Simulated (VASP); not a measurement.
Set up this calculation in VASP 6.6.1, as the native input.

```yaml
Task: single point
Functional: PBE
Potentials_or_basis: VASP PAW PBE potentials, release 64 (Te, Pb_d)
Cutoff: 500 eV
k_mesh: 6 × 6 × 6
Occupations: fermi-dirac, width 0.02 eV
Spin: no spin polarisation
Dipole_correction: no
Further_INCAR_settings: ALGO = Normal; EDIFF = 1e-06; NBANDS = 17
```

The structure of TePb lies in POSCAR:

```
TePb
1.0
    0.0000000000      3.1340700000      3.4339462217
    3.1340700000      0.0000000000      3.4339462217
    3.1340700000      3.1340700000      0.0000000000
Te Pb
1 1
Direct
    0.5000000000      0.5000000000      0.5000000000
    0.0000000000      0.0000000000      0.0000000000
```

One way to write it, as run:

INCAR

```
PREC = Accurate
ENCUT = 500
EDIFF = 1E-6
ISMEAR = -1
SIGMA = 0.02
LREAL = False
LASPH = True
NELM = 120
ALGO = Normal
ISIF = 2
LWAVE = False
LCHARG = True
GGA = PE
LELF = True
LVHAR = True
NBANDS = 17
GGA_COMPAT = False
```

KPOINTS

```
regular mesh
0
Gamma
  6 6 6
```

Potentials or basis: VASP PAW PBE potentials, release 64 (Te, Pb_d).

The run is started by

```console
$ cat potpaw_PBE.64/Te/POTCAR potpaw_PBE.64/Pb_d/POTCAR > POTCAR
$ mpirun -np 1 vasp_std > vasp.out
```

It gave:

```
Pressure               : 3.2 GPa
Band gap on the k mesh : 0.40 eV
```

Caveat: the cell stands under pressure; spin-orbit coupling is left out, which moves the levels of the heavy elements.

Run time: 12 s on 1 thread of Intel(R) Xeon(R) 6975P-C (Granite Rapids), with other jobs on the host, peak memory 0.2 GiB.
